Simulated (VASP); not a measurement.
## CdSe: single point with PBE

The system is CdSe.

```
CELL_PARAMETERS angstrom
0.00000 3.06778 3.09846
3.06778 0.00000 3.09846
3.06778 3.06778 0.00000
ATOMIC_POSITIONS crystal
Cd 0.00000 0.00000 0.00000
Se 0.25000 0.25000 0.25000
```

This cell differs from its parent crystal: uniaxial z strain +1.0%.

| Item | Value |
| --- | --- |
| Program | VASP 6.6.1 |
| Task | single point |
| Functional | PBE |
| Potentials or basis | VASP PAW PBE potentials, release 64 (Cd, Se) |
| Cutoff | 500 eV |
| k mesh | 4 × 4 × 4 |
| Occupations | gaussian, width 0.01 eV |
| Spin | no spin polarisation |

```json
{
  "Pressure": "1.4 GPa",
  "Band gap on the k mesh": "0.51 eV, direct"
}
```

Stress tensor (GPa, compression positive):
```
1.42 0.00 0.00
0.00 1.42 0.00
0.00 0.00 1.24
```

Levels at points of the mesh, in eV from the valence-band top:
| k point | band 7 | band 8 | band 9 | band 10 | band 11 | band 12 |
| --- | --- | --- | --- | --- | --- | --- |
| (0.00, 0.00, 0.00) | -0.03 | 0.00 | 0.00 | 0.51 | 5.90 | 5.90 |
| (0.50, 0.00, 0.00) | -4.20 | -0.73 | -0.69 | 2.32 | 6.37 | 6.44 |
| (0.50, 0.50, 0.00) | -3.98 | -1.72 | -1.72 | 3.20 | 3.75 | 8.88 |
| (0.50, 0.00, 0.50) | -3.92 | -1.77 | -1.75 | 3.16 | 3.67 | 8.97 |

Run time: 14 s on 1 thread of Intel(R) Xeon(R) Platinum 8488C (Sapphire Rapids), on a shared host, peak memory 0.17 GiB.

Caveat: the k points lie up to 0.44 Å⁻¹ apart; the cell differs from its parent crystal (uniaxial z strain +1.0%).
